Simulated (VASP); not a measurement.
NiO, 4 atoms in the cell. The structure is tetragonal, space group I4/mmm (No. 139). The conventional cell has a = 3.080 Å, b = 3.080 Å, c = 4.088 Å, α = 90.00°, β = 90.00°, γ = 90.00°. Ni (site symmetry 4/mmm) has 6 O at 2.04 to 2.18 Å within 2.7 Å. O (site symmetry 4/mmm) has 6 Ni at 2.04 to 2.18 Å within 2.7 Å.  This cell differs from its parent crystal: biaxial strain in the a-b plane: +4.0 %.

```yaml
Program: VASP 6.6.1
Task: single point
Functional: r2SCAN
Potentials_or_basis: VASP PAW PBE potentials, release 64 (Ni, O)
Cutoff: 520 eV
k_mesh: 10 × 10 × 8
Occupations: gaussian, width 0.02 eV
Spin: collinear spin, ferromagnetic start
Starting_moments: "[1.84, 1.84, 0.31, 0.31] μB"
Dipole_correction: no
Further_INCAR_settings: ALGO = Normal; EDIFF = 1e-07; NBANDS = 28
```

Potentials or basis: VASP PAW PBE potentials, release 64 (Ni, O).

Run with:

```bash
$ cat potpaw_PBE.64/Ni/POTCAR potpaw_PBE.64/O/POTCAR > POTCAR
$ cp INCAR.step1 INCAR
$ mpirun -np 1 vasp_std > vasp.out
$ cp INCAR.step2 INCAR
$ mpirun -np 1 vasp_std > vasp.out
```

Hardware: 1 thread of Intel(R) Xeon(R) Platinum 8124M CPU @ 3.00GHz (Skylake/Cascade Lake) (shared host).

Problem. How long does it take, and how much memory?

Solution. Wall time 7.3 min on 1 thread of Intel(R) Xeon(R) Platinum 8124M CPU @ 3.00GHz (Skylake/Cascade Lake) (shared host), peak memory 0.29 GiB. Counts: k points 105.
